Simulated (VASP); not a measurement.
A run of VASP 6.6.1 is set up as follows.

Contents of INCAR:

```
  ALGO = Normal
  EDIFF = 1E-6
  EDIFFG = -0.08
  ENCUT = 600
  GGA = PE
  IBRION = 2
  ISIF = 3
  ISMEAR = 0
  ISPIN = 2
  LASPH = True
  LCHARG = False
  LMAXMIX = 4
  LORBIT = 11
  LREAL = False
  LWAVE = False
  MAGMOM = 1 0 0 0 0 0
  NELM = 150
  NSW = 36
  PREC = Accurate
  SIGMA = 0.15
```

File KPOINTS:

```
k-points
0
Gamma
  4 4 1
```

File POSCAR:

```
TiSnS4
1.0
    3.5400000000      0.0000000000      0.0000000000
   -1.7700000000      3.0657299300      0.0000000000
    0.0000000000      0.0000000000     11.9000000000
Ti Sn S
1 1 4
Direct
    0.0000000000      0.0000000000      0.0000000000
    0.0000000000      0.0000000000      0.5000000000
    0.3333333300      0.6666666700      0.1200000000
    0.6666666700      0.3333333300      0.8800000000
    0.6666666700      0.3333333300      0.3750000000
    0.3333333300      0.6666666700      0.6250000000
```

Potentials or basis: VASP PAW PBE potentials, release 64 (Ti_sv, Sn_d, S).

Run with:

```console
$ cat potpaw_PBE.64/Ti_sv/POTCAR potpaw_PBE.64/Sn_d/POTCAR potpaw_PBE.64/S/POTCAR > POTCAR
$ mpirun -np 1 vasp_std > vasp.out
```

Task: What does it give for the relaxed cell?

Result: a = 3.598 Å, b = 3.598 Å, c = 13.018 Å, α = 90.00°, β = 90.00°, γ = 120.00°.

Task: Predict the space group after relaxing (to 0.1 Å).

Result: P-3m1 (No. 164).

Forces on the atoms (eV/Å):
```
Ti   0.000  0.000  0.000
Sn   0.000  0.000  0.000
S    0.000  0.000 -0.044
S    0.000  0.000  0.044
S    0.000  0.000 -0.030
S    0.000  0.000  0.030
```

Caveat: the k points lie up to 0.50 Å⁻¹ apart in the final cell; the relaxation stopped at a loose force limit of 0.08 eV/Å, so its end isn't a converged minimum.
